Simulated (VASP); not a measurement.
Here is a VASP 6.6.1 calculation.

INCAR

```
  PREC = Accurate
  ENCUT = 520
  EDIFF = 1E-6
  ISMEAR = -1
  SIGMA = 0.05
  LREAL = False
  LASPH = True
  NELM = 150
  ALGO = Normal
  ISIF = 2
  LWAVE = False
  LCHARG = False
  ISPIN = 2
  MAGMOM = 4.5 4.5
  LORBIT = 11
  NUPDOWN = 9.0
  LMAXMIX = 4
  GGA = PE
  NBANDS = 19
```

The input KPOINTS:

```
Automatic mesh
0
Gamma
  10 10 6
```

POSCAR

```
Fe
1.0
    2.4341575853      0.0000000000      0.0000000000
   -1.2170787927      2.1080423057      0.0000000000
    0.0000000000      0.0000000000      3.8419344700
Fe
2
Direct
    0.6666666667      0.3333333333      0.7500000000
    0.3333333333      0.6666666667      0.2500000000
```

Potentials or basis: VASP PAW PBE potentials, release 64 (Fe).

Run with:

```console
$ cat potpaw_PBE.64/Fe/POTCAR > POTCAR
$ mpirun -np 1 vasp_std > vasp.out
```

(1) What does it give for the pressure?

Answers

(1) 192.4 GPa.

Caveat: the total moment is fixed, so each spin has its own Fermi level.
